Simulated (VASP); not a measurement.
A run of VASP 6.6.1 is set up as follows.

File INCAR:

```
SYSTEM = BaS
  PREC = Accurate
  ENCUT = 600
  EDIFF = 1E-7
  ISMEAR = -1
  SIGMA = 0.02
  LREAL = .FALSE.
  LASPH = .TRUE.
  NELM = 60
  ALGO = Normal
  ISIF = 3
  LWAVE = .FALSE.
  LCHARG = .FALSE.
  GGA = PE
  IBRION = 2
  NSW = 80
  EDIFFG = -0.005
```

File KPOINTS:

```
Automatic mesh
0
G
  6 6 4
  0 0 0
```

File POSCAR:

```
BaS
1.0
    4.5983667300      0.0000000000      0.0000000000
   -2.2991833650      3.9823024041      0.0000000000
    0.0000000000      0.0000000000      7.4953377699
Ba S
2 2
Direct
    0.0000000000      0.0000000000      0.0000000000
    0.0000000000      0.0000000000      0.5000000000
    0.3333333333      0.6666666667      0.2500000000
    0.6666666667      0.3333333333      0.7500000000
```

Potentials or basis: VASP PAW PBE potentials, release 64 (Ba_sv, S).

Run with:

```bash
$ cat potpaw_PBE.64/Ba_sv/POTCAR potpaw_PBE.64/S/POTCAR > POTCAR
$ mpirun -np 1 vasp_std > vasp.out
```

(1) Predict the relaxed cell.

(2) Estimate the band gap on the k mesh.

Results:

(1) a = 4.467 Å, b = 4.467 Å, c = 7.848 Å, α = 90.00°, β = 90.00°, γ = 120.00°.

(2) 2.33 eV, direct.

Caveat: spin-orbit coupling is left out, which moves the levels of the heavy elements.
